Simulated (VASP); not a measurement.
# C4N (Pm-3m) in VASP: a series of runs

C4N is run at these levels: PBE; tasks: single point, relaxation of cell and atoms.

Program: VASP 6.6.1. These are calculated values, not measurements. Logs are shortened: lines on timing, memory, paths and dates and some standing lists are left out, and cuts for length are marked.

## 1. The cell of the first run

Symmetry: Pm-3m, No. 221, cubic system. Conventional cell: a = 3.329 Å, b = 3.329 Å, c = 3.329 Å, α = 90.00°, β = 90.00°, γ = 90.00°. C (site symmetry 4/mmm) has 2 N at 1.66 Å within 2.2 Å. C (site symmetry m-3m) has 12 C at 2.35 Å and 8 N at 2.88 Å within 3.1 Å. Within 2.2 Å of N (site symmetry m-3m) lie 6 C at 1.66 Å.

The cell was generated, and may not be a known phase.

## 2. Single point, PBE

The input, INCAR:

```
SYSTEM = C4N
ALGO = Normal
EDIFF = 1E-6
ENCUT = 520
GGA = PE
ISIF = 2
ISMEAR = 0
LASPH = .True.
LCHARG = .True.
LELF = .True.
LREAL = .False.
LVHAR = .True.
LWAVE = .False.
NBANDS = 18
NELM = 80
PREC = Accurate
SIGMA = 0.1
```

The input, KPOINTS:

```
k-points
0
Gamma
  4 4 4
  0 0 0
```

The input, POSCAR:

```
C4N
1.0
    3.3290315882      0.0000000000      0.0000000000
    0.0000000000      3.3290315882      0.0000000000
    0.0000000000      0.0000000000      3.3290315882
C N
4 1
Direct
    0.5000000000      0.0000000000      0.0000000000
    0.0000000000      0.5000000000      0.0000000000
    0.0000000000      0.0000000000      0.5000000000
    0.5000000000      0.5000000000      0.5000000000
    0.0000000000      0.0000000000      0.0000000000
```

Potentials or basis: VASP PAW PBE potentials, release 64 (C, N).

On the command line:

```bash
cat potpaw_PBE.64/C/POTCAR potpaw_PBE.64/N/POTCAR > POTCAR
mpirun -np 1 vasp_std > vasp.out
```

OUTCAR:

```text
SYSTEM = C4N
   EDIFF = 1E-6
   ENCUT = 520
   GGA = PE
   ISIF = 2
   ISMEAR = 0
   LASPH = .True.
   LREAL = .False.
   NELM = 80
   PREC = Accurate

 ion  position               nearest neighbor table
   1  0.500  0.000  0.000-   5 1.66   5 1.66
   2  0.000  0.500  0.000-   5 1.66   5 1.66
   3  0.000  0.000  0.500-   5 1.66   5 1.66
   4  0.500  0.500  0.500-
   5  0.000  0.000  0.000-   1 1.66   2 1.66   3 1.66   3 1.66   2 1.66   1 1.66

  LATTYP: Found a simple cubic cell.
 ALAT       =     3.3290315882

  Lattice vectors:

 A1 = (   3.3290315882,   0.0000000000,   0.0000000000)
 A2 = (   0.0000000000,   3.3290315882,   0.0000000000)
 A3 = (   0.0000000000,   0.0000000000,   3.3290315882)

Analysis of symmetry for initial positions (statically):
=====================================================================
 Subroutine PRICEL returns:
 Original cell was already a primitive cell.

 Routine SETGRP: Setting up the symmetry group for a
 simple cubic supercell.

 Subroutine GETGRP returns: Found 48 space group operations
 (whereof 48 operations were pure point group operations)
 out of a pool of 48 trial point group operations.

The static configuration has the point symmetry O_h .

Analysis of symmetry for dynamics (positions and initial velocities):
=====================================================================
 Subroutine PRICEL returns:
 Original cell was already a primitive cell.

 Routine SETGRP: Setting up the symmetry group for a
 simple cubic supercell.

 Subroutine GETGRP returns: Found 48 space group operations
 (whereof 48 operations were pure point group operations)
 out of a pool of 48 trial point group operations.

The dynamic configuration has the point symmetry O_h .

 Subroutine INISYM returns: Found 48 space group operations
 (whereof 48 operations are pure point group operations),
 and found     1 'primitive' translations

----------------------------------------------------------------------------------------

                                     Primitive cell

  volume of cell :      36.8938

  direct lattice vectors                    reciprocal lattice vectors
     3.329031588  0.000000000  0.000000000     0.300387657  0.000000000  0.000000000
     0.000000000  3.329031588  0.000000000     0.000000000  0.300387657  0.000000000
     0.000000000  0.000000000  3.329031588     0.000000000  0.000000000  0.300387657

  length of vectors
     3.329031588  3.329031588  3.329031588     0.300387657  0.300387657  0.300387657

  position of ions in fractional coordinates (direct lattice)
     0.500000000  0.000000000  0.000000000
     0.000000000  0.500000000  0.000000000
     0.000000000  0.000000000  0.500000000
     0.500000000  0.500000000  0.500000000
     0.000000000  0.000000000  0.000000000

  ion indices of the primitive-cell ions
   primitive index   ion index
                 1           1
                 2           2
                 3           3
                 4           4
                 5           5

----------------------------------------------------------------------------------------

 KPOINTS: k-points

Automatic generation of k-mesh.
 Grid dimensions read from file:
 generate k-points for:    4    4    4

 Generating k-lattice:

  Cartesian coordinates                     Fractional coordinates (reciprocal lattice)
     0.075096914  0.000000000  0.000000000     0.250000000  0.000000000  0.000000000
     0.000000000  0.075096914  0.000000000     0.000000000  0.250000000  0.000000000
     0.000000000  0.000000000  0.075096914     0.000000000  0.000000000  0.250000000

  Length of vectors
     0.075096914  0.075096914  0.075096914

  Shift w.r.t. Gamma in fractional coordinates (k-lattice)
     0.000000000  0.000000000  0.000000000

 Subroutine IBZKPT returns following result:
 ===========================================

 Found     10 irreducible k-points:

 Following reciprocal coordinates:
            Coordinates               Weight
  0.000000  0.000000  0.000000      1.000000
  0.250000  0.000000  0.000000      6.000000
  0.500000  0.000000  0.000000      3.000000
  0.250000  0.250000  0.000000     12.000000
  0.500000  0.250000  0.000000     12.000000
  0.500000  0.500000  0.000000      3.000000
  0.250000  0.250000  0.250000      8.000000
  0.500000  0.250000  0.250000     12.000000
  0.500000  0.500000  0.250000      6.000000
  0.500000  0.500000  0.500000      1.000000
   k-points           NKPTS =     10   k-points in BZ     NKDIM =     10   number of bands    NBANDS=     18
   number of dos      NEDOS =    301   number of ions     NIONS =      5
   total plane-waves  NPLWV =  21952
   dimension x,y,z NGX =    28 NGY =   28 NGZ =   28
   dimension x,y,z NGXF=    56 NGYF=   56 NGZF=   56
   ions per type =               4   1
   NGX,Y,Z   is equivalent  to a cutoff of  13.98, 13.98, 13.98 a.u.
   NGXF,Y,Z  is equivalent  to a cutoff of  27.97, 27.97, 27.97 a.u.
 SYSTEM =  C4N
   PREC   = accura    normal or accurate (medium, high low for compatibility)
   ISTART =      0    job   : 0-new  1-cont  2-samecut
   ICHARG =      2    charge: 1-file 2-atom 10-const
   ISPIN  =      1    spin polarized calculation?
   LNONCOLLINEAR =      F non collinear calculations
   LSORBIT =      F    spin-orbit coupling
   LASPH  =      T    aspherical Exc in radial PAW
   ENCUT  =  520.0 eV  38.22 Ry    6.18 a.u.   6.19  6.19  6.19*2*pi/ulx,y,z
   NELM   =     80;   NELMIN=  2; NELMDL= -5     # of ELM steps
   EDIFF  = 0.1E-05   stopping-criterion for ELM
   LREAL  =      F    real-space projection
   EDIFFG = 0.1E-04   stopping-criterion for IOM
   NSW    =      0    number of steps for IOM
   IBRION =     -1    ionic relax: 0-MD 1-quasi-New 2-CG
   NFREE  =      0    steps in history (QN), initial steepest desc. (CG)
   ISIF   =      2    stress and relaxation
   ISYM   =      2    0-nonsym 1-usesym 2-fastsym
   POTIM  = 0.5000    time-step for ionic-motion
   TEBEG  =    0.0;   TEEND  =   0.0 temperature during run
   PSTRESS=    0.0 pullay stress
   NELECT =      21.0000    total number of electrons
   NUPDOWN=      -1.0000    fix difference up-down
   EMIN   =  10.00;   EMAX   =-10.00  energy-range for DOS
   EFERMI =   0.00;   METHOD = LEGACY
   ISMEAR =     0;   SIGMA  =   0.10  broadening in eV -4-tet -1-fermi 0-gaus
   EFERMI_NEDOS =   21; number of points for ismear=-14 and -15
   IALGO  =     38    algorithm
   IMIX   =      4    mixing-type and parameters
     AMIX     =   0.40;   BMIX     =  1.00
     AMIX_MAG =   1.60;   BMIX_MAG =  1.00
  volume/ion in A,a.u.               =       7.38        49.79
  Fermi-wavevector in a.u.,A,eV,Ry     =   1.356740  2.563867 25.044841  1.840744
  Thomas-Fermi vector in A             =   2.483718
   LORBIT       =      0    0 simple, 1 ext, 2 COOP (PROOUT), +10 PAW based schemes
   GGA     = PE    functional components
   LHFCALC =     F    Hartree Fock is set to
   AEXX    =    0.0000 exact exchange contribution
   IVDW    =     0    specifies the selected vdW correction
   LEPSILON=     F    determine dielectric tensor
   LRPA    =     F    only Hartree local field effects (RPA)
 non-spin polarized calculation
 Gauss-broadening in eV      SIGMA  =   0.10
  energy-cutoff  :      520.00
  volume of cell :       36.89
 maximum number of plane-waves:      1021
 NGX is ok and might be reduce to    28
   NGX = 13   NGY = 13   NGZ = 13

 number of electron      20.9999999 magnetization

 Free energy of the ion-electron system (eV)
  ---------------------------------------------------
  ext. energy  EPLUGINS =         0.00000000
  ---------------------------------------------------
  free energy    TOTEN  =       -24.34007968 eV

  energy without entropy =      -24.31697358  energy(sigma->0) =      -24.32852663

 E-fermi :   7.1716     XC(G=0): -12.4864

 val. band max:        7.1614168377   @ k =   0.5000   0.2500   0.0000
 cond. band min:       7.4194942372   @ k =   0.5000   0.2500   0.2500
 fundamental gap:      0.2580773995
 Fermi energy:         7.1715622010

 k-point     1 :       0.0000    0.0000    0.0000
  band No.  band energies     occupation
      1     -14.7328      2.00000
      2      -3.5650      2.00000
      3      -3.5650      2.00000
      4      -3.5650      2.00000
      5      -3.5515      2.00000
      6      -0.1278      2.00000
[... 10 lines left out ...]
     17      12.5069      0.00000
     18      18.8148      0.00000

 k-point     2 :       0.2500    0.0000    0.0000
  band No.  band energies     occupation
      1     -14.3753      2.00000
      2      -6.6436      2.00000
      3      -3.2658      2.00000
      4      -3.2658      2.00000
      5      -2.0475      2.00000
      6       0.1231      2.00000
[... 10 lines left out ...]
     17      11.7245      0.00000
     18      16.0593      0.00000

 k-point     3 :       0.5000    0.0000    0.0000
  band No.  band energies     occupation
      1     -13.9203      2.00000
      2      -8.2191      2.00000
      3      -2.9154      2.00000
      4      -2.9154      2.00000
      5      -0.5808      2.00000
      6      -0.1966      2.00000
[... 10 lines left out ...]
     17      10.6553      0.00000
     18      12.1715      0.00000

 k-point     4 :       0.2500    0.2500    0.0000
  band No.  band energies     occupation
      1     -14.0405      2.00000
      2      -6.4901      2.00000
      3      -5.7153      2.00000
      4      -2.9897      2.00000
      5      -1.3510      2.00000
      6       0.5337      2.00000
[... 81 lines left out ...]
      4      -4.8906      2.00000
      5      -2.1350      2.00000
      6       1.2773      2.00000
[... 10 lines left out ...]
     17      12.0574      0.00000
     18      12.3297      0.00000

 k-point     9 :       0.5000    0.5000    0.2500
  band No.  band energies     occupation
      1     -13.0058      2.00000
      2      -6.4537      2.00000
      3      -6.4537      2.00000
      4      -4.6119      2.00000
      5      -2.9985      2.00000
      6       1.5997      2.00000
[... 10 lines left out ...]
     17      12.3768      0.00000
     18      12.5142      0.00000

 k-point    10 :       0.5000    0.5000    0.5000
  band No.  band energies     occupation
      1     -12.7040      2.00000
      2      -5.9417      2.00000
      3      -5.9417      2.00000
      4      -5.9417      2.00000
      5      -1.6548      2.00000
      6      -0.0887      2.00000
[... 10 lines left out ...]
     17      11.8535      0.00000
     18      11.8535      0.00000

------------------------ aborting loop because EDIFF is reached ----------------------------------------

  FORCE on cell =-STRESS in cart. coord.  units (eV):
  Direction    XX          YY          ZZ          XY          YZ          ZX
  --------------------------------------------------------------------------------------
  -------------------------------------------------------------------------------------
  Total       -0.0352822     -0.0352822     -0.0352822     -0.0000000     -0.0000000      0.0000000
  in kB       -1.5321885     -1.5321885     -1.5321885     -0.0000000     -0.0000000      0.0000000
  external PRESSURE =      -1.5321885 kB  Pullay stress =       0.0000000 kB

 VOLUME and BASIS-vectors are now :
 -----------------------------------------------------------------------------
  energy-cutoff  :      520.00
  volume of cell :       36.89
      direct lattice vectors                 reciprocal lattice vectors
     3.329031588  0.000000000  0.000000000     0.300387657  0.000000000  0.000000000
     0.000000000  3.329031588  0.000000000     0.000000000  0.300387657  0.000000000
     0.000000000  0.000000000  3.329031588     0.000000000  0.000000000  0.300387657

 POSITION                                       TOTAL-FORCE (eV/Angst)
 -----------------------------------------------------------------------------------
      1.66452      0.00000      0.00000         0.000000      0.000000      0.000000
      0.00000      1.66452      0.00000         0.000000      0.000000      0.000000
      0.00000      0.00000      1.66452         0.000000      0.000000      0.000000
      1.66452      1.66452      1.66452         0.000000      0.000000      0.000000
      0.00000      0.00000      0.00000         0.000000      0.000000      0.000000
 -----------------------------------------------------------------------------------
    total drift:                               -0.000000      0.000000     -0.000000

  FREE ENERGIE OF THE ION-ELECTRON SYSTEM (eV)
  ---------------------------------------------------
  free  energy   TOTEN  =       -24.3400796804 eV

  energy  without entropy=      -24.3169735813  energy(sigma->0) =      -24.32852663
```

It took 10 s on 1 thread of Intel Xeon 8259CL, shared host; peak memory 0.14 GiB.

What came out:

```yaml
Free_energy: -24.3401 eV
Pressure: -0.2 GPa
Band_gap_on_the_k_mesh: zero (an odd number of electrons rules out a gap without spin polarisation)
```

Caveat: the k points lie up to 0.47 Å⁻¹ apart, too coarse for converged energies and pressures of a metal; an odd number of electrons without spin polarisation forces a metal; a magnetic or distorted state may lie lower.

## 3. Single point, PBE

This run uses another cell than the first one, of 12.05 Å³/atom.

The input, INCAR:

```
SYSTEM = C4N
ALGO = Normal
EDIFF = 1E-7
ENCUT = 520
GGA = PE
ISIF = 2
ISMEAR = 0
LASPH = .TRUE.
LCHARG = .FALSE.
LREAL = .FALSE.
LWAVE = .FALSE.
NBANDS = 18
NELM = 100
PREC = Accurate
SIGMA = 0.1
```

The input, KPOINTS:

```
k-points
0
G
  4 4 4
  0 0 0
```

Changes to POSCAR since step 2:

```diff
@@ -2,5 +2,5 @@
 1.0
-    3.3290315882      0.0000000000      0.0000000000
-    0.0000000000      3.3290315882      0.0000000000
-    0.0000000000      0.0000000000      3.3290315882
+    3.9204054600      0.0000000000      0.0000000000
+    0.0000000000      3.9204054600      0.0000000000
+    0.0000000000      0.0000000000      3.9204054600
 C N
```

Potentials or basis: VASP PAW PBE potentials, release 64 (C, N).

On the command line:

```bash
cat potpaw_PBE.64/C/POTCAR potpaw_PBE.64/N/POTCAR > POTCAR
mpirun -np 1 vasp_std > vasp.out
```

Run time: 15 s. Hardware: 1 thread of Intel Xeon 8259CL, shared host; peak memory 0.16 GiB.

Results (log left out):

```yaml
Free_energy: -21.2144 eV
Pressure: -27.5 GPa
Band_gap_on_the_k_mesh: zero (an odd number of electrons rules out a gap without spin polarisation)
```

Levels at points of the mesh, in eV from the Fermi level:
| k point | band 7 | band 8 | band 9 | band 10 | band 11 | band 12 | band 13 | band 14 | band 15 | band 16 |
| --- | --- | --- | --- | --- | --- | --- | --- | --- | --- | --- |
| (0.00, 0.00, 0.00) | -6.60 | -5.00 | -0.82 | -0.82 | -0.82 | 0.99 | 0.99 | 0.99 | 3.18 | 3.18 |
| (0.50, 0.00, 0.00) | -6.23 | -1.30 | -1.30 | -0.17 | 0.19 | 0.81 | 0.90 | 0.90 | 1.59 | 2.21 |
| (0.50, 0.50, 0.00) | -1.46 | -1.30 | -1.30 | -0.09 | -0.09 | 0.15 | 0.15 | 0.50 | 1.53 | 2.31 |
| (0.50, 0.50, 0.50) | -3.88 | -3.88 | 0.45 | 0.45 | 0.45 | 1.58 | 1.58 | 2.63 | 2.63 | 2.63 |

Caveat: the k points lie up to 0.40 Å⁻¹ apart, too coarse for converged energies and pressures of a metal; an odd number of electrons without spin polarisation forces a metal; a magnetic or distorted state may lie lower.

(Part 1 of 2 ends here.)

The gap in the log of VASP goes by the Fermi energy; the results here count the filled bands.